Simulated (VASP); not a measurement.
# Sn2Ir in VASP: further runs, part 2 of 2

VASP 6.6.1. The steps go on from the part before.

## 3. Electric field gradients, LDA (equal xy, yz and zx shear strains of -2 %)

Contents of INCAR:

```
SYSTEM = Sn2Ir
ALGO = Normal ; EDIFF = 1E-8
ENCUT = 520 ; GGA = CA
ISIF = 2 ; ISMEAR = -1
LASPH = .True. ; LCHARG = .False.
LEFG = .True. ; LREAL = .False.
LWAVE = .False. ; NBANDS = 26
NELM = 80 ; PREC = Accurate
SIGMA = 0.03
```

Contents of KPOINTS:

```
k-points
0
Gamma
  10 10 10
  0 0 0
```

Contents of POSCAR:

```
Sn2Ir
1.0
   -0.0633800000      3.1373100000      3.1373100000
    3.1373100000     -0.0633800000      3.1373100000
    3.1373100000      3.1373100000     -0.0633800000
Sn Ir
2 1
Direct
    0.2500000000      0.2500000000      0.2500000000
    0.7500000000      0.7500000000      0.7500000000
    0.0000000000      0.0000000000      0.0000000000
```

Potentials or basis: VASP PAW LDA potentials, release 64 (Sn_d, Ir).

The run is started by

```sh
cat potpaw_LDA.64/Sn_d/POTCAR potpaw_LDA.64/Ir/POTCAR > POTCAR
mpirun -np 1 vasp_std > vasp.out
```

OUTCAR:

```text
SYSTEM = Sn2Ir
   EDIFF = 1E-8
   ENCUT = 520
   GGA = CA
   ISIF = 2
   ISMEAR = -1
   LASPH = .True.
   LREAL = .False.
   NELM = 80
   PREC = Accurate

 ion  position               nearest neighbor table
   1  0.250  0.250  0.250-   3 2.69   3 2.76   3 2.76   3 2.76   2 3.17   2 3.17   2 3.17   2 3.17
                             2 3.17   2 3.17
   2  0.750  0.750  0.750-   3 2.69   3 2.76   3 2.76   3 2.76   1 3.17   1 3.17   1 3.17   1 3.17
                             1 3.17   1 3.17
   3  0.000  0.000  0.000-   1 2.69   2 2.69   2 2.76   2 2.76   2 2.76   1 2.76   1 2.76   1 2.76

  LATTYP: Found a trigonal (rhomboedric) cell.
 ALAT       =     4.4372790195
 COS(alpha) =     0.4797000918

  Lattice vectors:

 A1 = (  -0.0633800000,   3.1373100000,   3.1373100000)
 A2 = (   3.1373100000,  -0.0633800000,   3.1373100000)
 A3 = (   3.1373100000,   3.1373100000,  -0.0633800000)

Analysis of symmetry for initial positions (statically):
=====================================================================
 Subroutine PRICEL returns:
[... 897 lines left out ...]
 POSITION                                       TOTAL-FORCE (eV/Angst)
 -----------------------------------------------------------------------------------
      1.55281      1.55281      1.55281         0.154142      0.154142      0.154142
      4.65843      4.65843      4.65843        -0.154142     -0.154142     -0.154142
      0.00000      0.00000      0.00000         0.000000      0.000000      0.000000
 -----------------------------------------------------------------------------------
    total drift:                                0.000000      0.000000      0.000000

  FREE ENERGIE OF THE ION-ELECTRON SYSTEM (eV)
  ---------------------------------------------------
  free  energy   TOTEN  =       -20.2358902176 eV

  energy  without entropy=      -20.2319244800  energy(sigma->0) =      -20.23390735

 Electric field gradients (V/A^2)
---------------------------------------------------------------------
 ion       V_xx      V_yy      V_zz      V_xy      V_xz      V_yz
---------------------------------------------------------------------
   1       0.000    -0.000     0.000   -14.042   -14.042   -14.042
   2       0.000    -0.000     0.000   -14.042   -14.042   -14.042
   3      -0.000    -0.000    -0.000   -21.678   -21.678   -21.678
---------------------------------------------------------------------

 Electric field gradients after diagonalization (V/A^2)
 (convention: |V_zz| > |V_xx| > |V_yy|)
----------------------------------------------------------------------
 ion       V_xx      V_yy      V_zz     asymmetry (V_yy - V_xx)/ V_zz
----------------------------------------------------------------------
   1      14.042    14.042   -28.084       0.000
   2      14.042    14.042   -28.084       0.000
   3      21.678    21.678   -43.355       0.000
----------------------------------------------------------------------

           NMR quadrupolar parameters

 Cq : quadrupolar parameter    Cq=e*Q*V_zz/h
 eta: asymmetry parameters     (V_yy - V_xx)/ V_zz
 Q  : nuclear electric quadrupole moment in mb (millibarn)
----------------------------------------------------------------------
 ion       Cq(MHz)       eta       Q (mb)
----------------------------------------------------------------------
   1      -0.068       0.000       1.000
   2      -0.068       0.000       1.000
   3      -0.105       0.000       1.000
----------------------------------------------------------------------
```

OSZICAR:

```text
N       E                     dE             d eps       ncg     rms          rms(c)
DAV:   1     0.351837741569E+03    0.35184E+03   -0.17950E+04  6188   0.218E+03
DAV:   2     0.212329975258E+02   -0.33060E+03   -0.31935E+03  6032   0.520E+02
DAV:   3    -0.192245141194E+02   -0.40458E+02   -0.39707E+02  6918   0.169E+02
DAV:   4    -0.206380700361E+02   -0.14136E+01   -0.14094E+01  7028   0.346E+01
DAV:   5    -0.206767224886E+02   -0.38652E-01   -0.38647E-01  8110   0.548E+00    0.920E+00
DAV:   6    -0.203689810454E+02    0.30774E+00   -0.31976E-01  6802   0.607E+00    0.401E+00
DAV:   7    -0.202529656611E+02    0.11602E+00   -0.12229E-01  7562   0.360E+00    0.175E+00
DAV:   8    -0.202367020856E+02    0.16264E-01   -0.69572E-02  6390   0.237E+00    0.371E-01
DAV:   9    -0.202359264032E+02    0.77568E-03   -0.47190E-03  7366   0.844E-01    0.864E-02
DAV:  10    -0.202358805620E+02    0.45841E-04   -0.29437E-04  7196   0.192E-01    0.541E-02
DAV:  11    -0.202358897977E+02   -0.92356E-05   -0.31064E-05  7410   0.530E-02    0.846E-03
DAV:  12    -0.202358902493E+02   -0.45166E-06   -0.26774E-06  8140   0.146E-02    0.497E-03
DAV:  13    -0.202358902220E+02    0.27359E-07   -0.24300E-07  6694   0.429E-03    0.922E-04
DAV:  14    -0.202358902176E+02    0.44047E-08   -0.20660E-08  5246   0.186E-03
   1 F= -.20235890E+02 E0= -.20233907E+02  d E =-.396574E-02
```

stdout:

```text
POSCAR found type information on POSCAR SnIr
 POSCAR found :  2 types and       3 ions
 scaLAPACK will be used
 LDA part: xc-table for (Slater(with rela. corr.)+CA(PZ))
 , standard interpolation
 POSCAR, INCAR and KPOINTS ok, starting setup
 FFT: planning ... GRIDC
 FFT: planning ... GRID_SOFT
 FFT: planning ... GRID
 WAVECAR not read
 entering main loop
ion   1

ion   2

ion   3
```

It took 1.9 min on 1 thread of Intel Xeon Platinum 8559C (Emerald Rapids), shared host; peak memory 0.3 GiB.

What came out:

```
Free energy                             : -20.2359 eV
Pressure                                : -1.6 GPa
Largest force                           : 0.267 eV/Å
Band gap on the k mesh                  : zero (an odd number of electrons rules out a gap without spin polarisation)
Largest electric field gradient by atom : Sn -28.1; Ir -43.4 V/Å²
```

Forces in eV/Å, atoms in the order of the input:
```
Sn   0.154  0.154  0.154
Sn  -0.154 -0.154 -0.154
Ir   0.000  0.000  0.000
```

Stress tensor (GPa, compression positive):
```
-1.62  1.31  1.31
 1.31 -1.62  1.31
 1.31  1.31 -1.62
```

Electric field gradients, principal values (V/Å²):
| atom | least | middle | greatest (by size) |
| --- | --- | --- | --- |
| 1 Sn | 14.042 | 14.042 | -28.084 |
| 2 Sn | 14.042 | 14.042 | -28.084 |
| 3 Ir | 21.678 | 21.678 | -43.355 |

Caveat: the cell differs from its parent crystal (equal xy, yz and zx shear strains of -2 %); without QUAD_EFG the Cq values of the log hold for a quadrupole moment of 1 mb, not for the nuclei; spin-orbit coupling is left out, which moves the levels of the heavy elements.

## 4. Electric field gradients, LDA (equal xy, yz and zx shear strains of -1 %)

Contents of INCAR:

```
SYSTEM = Sn2Ir
ALGO = Normal
EDIFF = 1E-8
ENCUT = 520
ISIF = 2
ISMEAR = -1
LASPH = .True.
LCHARG = .False.
LEFG = .True.
LREAL = .False.
LWAVE = .False.
NBANDS = 26
NELM = 60
PREC = Accurate
SIGMA = 0.03
```

KPOINTS is that of step 3.

Contents of POSCAR:

```
Sn2Ir
1.0
   -0.0316900000      3.1531550000      3.1531550000
    3.1531550000     -0.0316900000      3.1531550000
    3.1531550000      3.1531550000     -0.0316900000
Sn Ir
2 1
Direct
    0.2500000000      0.2500000000      0.2500000000
    0.7500000000      0.7500000000      0.7500000000
    0.0000000000      0.0000000000      0.0000000000
```

Potentials or basis: VASP PAW LDA potentials, release 64 (Sn_d, Ir).

The run is started by

```sh
cat potpaw_LDA.64/Sn_d/POTCAR potpaw_LDA.64/Ir/POTCAR > POTCAR
mpirun -np 1 vasp_std > vasp.out
```

OUTCAR:

```text
SYSTEM = Sn2Ir
   EDIFF = 1E-8
   ENCUT = 520
   ISIF = 2
   ISMEAR = -1
   LASPH = .True.
   LREAL = .False.
   NELM = 60
   PREC = Accurate

 ion  position               nearest neighbor table
   1  0.250  0.250  0.250-   3 2.72   3 2.75   3 2.75   3 2.75   2 3.17   2 3.17   2 3.17   2 3.17
                             2 3.17   2 3.17
   2  0.750  0.750  0.750-   3 2.72   3 2.75   3 2.75   3 2.75   1 3.17   1 3.17   1 3.17   1 3.17
                             1 3.17   1 3.17
   3  0.000  0.000  0.000-   1 2.72   2 2.72   2 2.75   2 2.75   2 2.75   1 2.75   1 2.75   1 2.75

  LATTYP: Found a trigonal (rhomboedric) cell.
[... 923 lines left out ...]
 Electric field gradients (V/A^2)
---------------------------------------------------------------------
 ion       V_xx      V_yy      V_zz      V_xy      V_xz      V_yz
---------------------------------------------------------------------
   1       0.000    -0.000     0.000    -6.326    -6.326    -6.326
   2       0.000    -0.000     0.000    -6.326    -6.326    -6.326
   3      -0.000    -0.000    -0.000    -8.394    -8.394    -8.394
---------------------------------------------------------------------

 Electric field gradients after diagonalization (V/A^2)
 (convention: |V_zz| > |V_xx| > |V_yy|)
----------------------------------------------------------------------
 ion       V_xx      V_yy      V_zz     asymmetry (V_yy - V_xx)/ V_zz
----------------------------------------------------------------------
   1       6.326     6.326   -12.652       0.000
   2       6.326     6.326   -12.652       0.000
   3       8.394     8.394   -16.788       0.000
----------------------------------------------------------------------

           NMR quadrupolar parameters

 Cq : quadrupolar parameter    Cq=e*Q*V_zz/h
 eta: asymmetry parameters     (V_yy - V_xx)/ V_zz
 Q  : nuclear electric quadrupole moment in mb (millibarn)
----------------------------------------------------------------------
 ion       Cq(MHz)       eta       Q (mb)
----------------------------------------------------------------------
   1      -0.031       0.000       1.000
   2      -0.031       0.000       1.000
   3      -0.041       0.000       1.000
----------------------------------------------------------------------
```

stdout:

```text
POSCAR found type information on POSCAR SnIr
 POSCAR found :  2 types and       3 ions
 scaLAPACK will be used
 LDA part: xc-table for (Slater(with rela. corr.)+CA(PZ))
 , standard interpolation
 POSCAR, INCAR and KPOINTS ok, starting setup
 FFT: planning ... GRIDC
 FFT: planning ... GRID_SOFT
 FFT: planning ... GRID
 WAVECAR not read
 entering main loop
ion   1

ion   2

ion   3
```

Wall time 1.8 min (1 thread of Intel Xeon Platinum 8559C (Emerald Rapids), shared host); peak memory 0.29 GiB.

What came out:

| Item | Value |
| --- | --- |
| Free energy | -20.2469 eV |
| Pressure | -1.8 GPa |
| Largest force | 0.131 eV/Å |
| Band gap on the k mesh | zero (an odd number of electrons rules out a gap without spin polarisation) |
| Largest electric field gradient by atom | Sn -12.7; Ir -16.8 V/Å² |

Forces on the atoms (eV/Å):
```
Sn   0.075  0.075  0.075
Sn  -0.075 -0.075 -0.075
Ir   0.000  0.000  0.000
```

Levels at points of the mesh, in eV from the Fermi level:
| k point | band 15 | band 16 | band 17 | band 18 | band 19 | band 20 | band 21 | band 22 | band 23 | band 24 |
| --- | --- | --- | --- | --- | --- | --- | --- | --- | --- | --- |
| (0.00, 0.00, 0.00) | -2.32 | -2.12 | -2.12 | 3.61 | 3.61 | 3.61 | 3.88 | 3.88 | 3.98 | 4.58 |
| (0.50, 0.00, 0.00) | -2.86 | -2.06 | -2.05 | -0.03 | 0.01 | 1.30 | 2.56 | 4.19 | 4.20 | 8.72 |
| (0.50, 0.50, 0.00) | -2.86 | -2.52 | -2.47 | -2.16 | -1.96 | 1.26 | 3.36 | 8.10 | 8.13 | 8.31 |
| (0.50, 0.50, 0.50) | -2.98 | -2.06 | -2.06 | -0.11 | -0.11 | 1.17 | 2.51 | 4.09 | 4.09 | 8.92 |

Electric field gradients, principal values (V/Å²):
```
atom  least  middle  greatest (by size)
1 Sn  6.326   6.326             -12.652
2 Sn  6.326   6.326             -12.652
3 Ir  8.394   8.394             -16.788
```

Caveat: the cell differs from its parent crystal (equal xy, yz and zx shear strains of -1 %); without QUAD_EFG the Cq values of the log hold for a quadrupole moment of 1 mb, not for the nuclei; spin-orbit coupling is left out, which moves the levels of the heavy elements.

## 5. Electric field gradients, LDA (equal xy, yz and zx shear strains of +1 %)

Contents of INCAR:

```
SYSTEM = Sn2Ir
PREC = Accurate ; ENCUT = 520
EDIFF = 1E-8 ; ISMEAR = -1
SIGMA = 0.03 ; LREAL = .FALSE.
LASPH = .TRUE. ; NELM = 60
ALGO = Normal ; ISIF = 2
LWAVE = .FALSE. ; LCHARG = .FALSE.
LEFG = .TRUE. ; NBANDS = 26
```

Contents of KPOINTS:

```
regular mesh
0
G
  10 10 10
  0 0 0
```

Contents of POSCAR:

```
Sn2Ir
1.0
    0.0316900000      3.1848450000      3.1848450000
    3.1848450000      0.0316900000      3.1848450000
    3.1848450000      3.1848450000      0.0316900000
Sn Ir
2 1
Direct
    0.2500000000      0.2500000000      0.2500000000
    0.7500000000      0.7500000000      0.7500000000
    0.0000000000      0.0000000000      0.0000000000
```

Potentials or basis: VASP PAW LDA potentials, release 64 (Sn_d, Ir).

The run is started by

```sh
cat potpaw_LDA.64/Sn_d/POTCAR potpaw_LDA.64/Ir/POTCAR > POTCAR
mpirun -np 1 vasp_std > vasp.out
```

OUTCAR:

```text
SYSTEM = Sn2Ir
   PREC = Accurate
   ENCUT = 520
   EDIFF = 1E-8
   ISMEAR = -1
   LREAL = .FALSE.
   LASPH = .TRUE.
   NELM = 60
   ISIF = 2

 ion  position               nearest neighbor table
   1  0.250  0.250  0.250-   3 2.74   3 2.74   3 2.74   3 2.77   2 3.17   2 3.17   2 3.17   2 3.17
                             2 3.17   2 3.17
   2  0.750  0.750  0.750-   3 2.74   3 2.74   3 2.74   3 2.77   1 3.17   1 3.17   1 3.17   1 3.17
                             1 3.17   1 3.17
   3  0.000  0.000  0.000-   2 2.74   1 2.74   2 2.74   2 2.74   1 2.74   1 2.74   2 2.77   1 2.77

  LATTYP: Found a trigonal (rhomboedric) cell.
[... 923 lines left out ...]
 Electric field gradients (V/A^2)
---------------------------------------------------------------------
 ion       V_xx      V_yy      V_zz      V_xy      V_xz      V_yz
---------------------------------------------------------------------
   1      -0.000    -0.000    -0.000     6.192     6.192     6.192
   2      -0.000     0.000    -0.000     6.192     6.192     6.192
   3       0.000     0.000     0.000     6.865     6.865     6.865
---------------------------------------------------------------------

 Electric field gradients after diagonalization (V/A^2)
 (convention: |V_zz| > |V_xx| > |V_yy|)
----------------------------------------------------------------------
 ion       V_xx      V_yy      V_zz     asymmetry (V_yy - V_xx)/ V_zz
----------------------------------------------------------------------
   1      -6.192    -6.192    12.385       0.000
   2      -6.192    -6.192    12.385       0.000
   3      -6.865    -6.865    13.731       0.000
----------------------------------------------------------------------

           NMR quadrupolar parameters

 Cq : quadrupolar parameter    Cq=e*Q*V_zz/h
 eta: asymmetry parameters     (V_yy - V_xx)/ V_zz
 Q  : nuclear electric quadrupole moment in mb (millibarn)
----------------------------------------------------------------------
 ion       Cq(MHz)       eta       Q (mb)
----------------------------------------------------------------------
   1       0.030       0.000       1.000
   2       0.030       0.000       1.000
   3       0.033       0.000       1.000
----------------------------------------------------------------------
```

OSZICAR:

```text
N       E                     dE             d eps       ncg     rms          rms(c)
DAV:   1     0.352626155170E+03    0.35263E+03   -0.18016E+04  6150   0.217E+03
DAV:   2     0.213109070979E+02   -0.33132E+03   -0.32079E+03  6032   0.519E+02
DAV:   3    -0.191823720158E+02   -0.40493E+02   -0.39750E+02  6816   0.168E+02
DAV:   4    -0.206466363695E+02   -0.14643E+01   -0.14558E+01  7040   0.349E+01
DAV:   5    -0.206873217745E+02   -0.40685E-01   -0.40675E-01  8064   0.557E+00    0.918E+00
DAV:   6    -0.203805724693E+02    0.30675E+00   -0.32420E-01  6842   0.612E+00    0.399E+00
DAV:   7    -0.202650859321E+02    0.11549E+00   -0.12163E-01  7594   0.360E+00    0.178E+00
DAV:   8    -0.202480271817E+02    0.17059E-01   -0.70711E-02  6338   0.237E+00    0.372E-01
DAV:   9    -0.202472922215E+02    0.73496E-03   -0.47165E-03  7398   0.847E-01    0.860E-02
DAV:  10    -0.202472461487E+02    0.46073E-04   -0.27974E-04  7316   0.187E-01    0.542E-02
DAV:  11    -0.202472553788E+02   -0.92301E-05   -0.30279E-05  7352   0.527E-02    0.761E-03
DAV:  12    -0.202472557319E+02   -0.35311E-06   -0.24721E-06  7708   0.154E-02    0.488E-03
DAV:  13    -0.202472557043E+02    0.27644E-07   -0.19208E-07  6482   0.403E-03    0.879E-04
DAV:  14    -0.202472557031E+02    0.11660E-08   -0.12955E-08  4916   0.142E-03
   1 F= -.20247256E+02 E0= -.20244923E+02  d E =-.466604E-02
```

stdout:

```text
POSCAR found type information on POSCAR SnIr
 POSCAR found :  2 types and       3 ions
 scaLAPACK will be used
 LDA part: xc-table for (Slater(with rela. corr.)+CA(PZ))
 , standard interpolation
 POSCAR, INCAR and KPOINTS ok, starting setup
 FFT: planning ... GRIDC
 FFT: planning ... GRID_SOFT
 FFT: planning ... GRID
 WAVECAR not read
 entering main loop
ion   1

ion   2

ion   3
```

Wall time 2 min (1 thread of Intel Xeon Platinum 8559C (Emerald Rapids), shared host); peak memory 0.29 GiB.

Results:

* Free energy: -20.2473 eV
* Pressure: -1.8 GPa
* Largest force: 0.119 eV/Å
* Band gap on the k mesh: zero (an odd number of electrons rules out a gap without spin polarisation)
* Largest electric field gradient by atom: Sn +12.4; Ir +13.7 V/Å²

Forces on the atoms (eV/Å):
```
Sn  -0.069 -0.069 -0.069
Sn   0.069  0.069  0.069
Ir   0.000  0.000  0.000
```

Stress tensor (GPa, compression positive):
```
-1.76 -0.48 -0.48
-0.48 -1.76 -0.48
-0.48 -0.48 -1.76
```

Electric field gradients, principal values (V/Å²):
| atom | least | middle | greatest (by size) |
| --- | --- | --- | --- |
| 1 Sn | -6.192 | -6.192 | 12.385 |
| 2 Sn | -6.192 | -6.192 | 12.385 |
| 3 Ir | -6.865 | -6.865 | 13.731 |

Caveat: the cell differs from its parent crystal (equal xy, yz and zx shear strains of +1 %); without QUAD_EFG the Cq values of the log hold for a quadrupole moment of 1 mb, not for the nuclei; spin-orbit coupling is left out, which moves the levels of the heavy elements.

## 6. The runs side by side

| cell | gap on the mesh (eV) | pressure (GPa) | largest force (eV/Å) |
| --- | --- | --- | --- |
| a = 4.527, b = 4.527, c = 4.571 Å, angles 59.7, 59.7, 60.7°, 3 atoms | none | -6.3 | - |
| a = 4.437 Å, angles 61.3°, 3 atoms | none | -1.6 | 0.27 |
| a = 4.459 Å, angles 60.7°, 3 atoms | none | -1.8 | 0.13 |
| a = 4.504 Å, angles 59.3°, 3 atoms | none | -1.8 | 0.12 |

Alike in all rows: task electric field gradients; level LDA; potentials or basis VASP PAW LDA potentials, release 64 (Sn_d, Ir); no spin polarisation; k mesh 10 × 10 × 10; cutoff (eV) 520; smearing fermi-dirac 0.03 eV.

Caveats: spin-orbit coupling is left out, which moves the levels of the heavy elements; the cell stands under tension (at least some runs).

Total energies depend on the potentials used, so only differences within one code and one set of settings carry meaning.
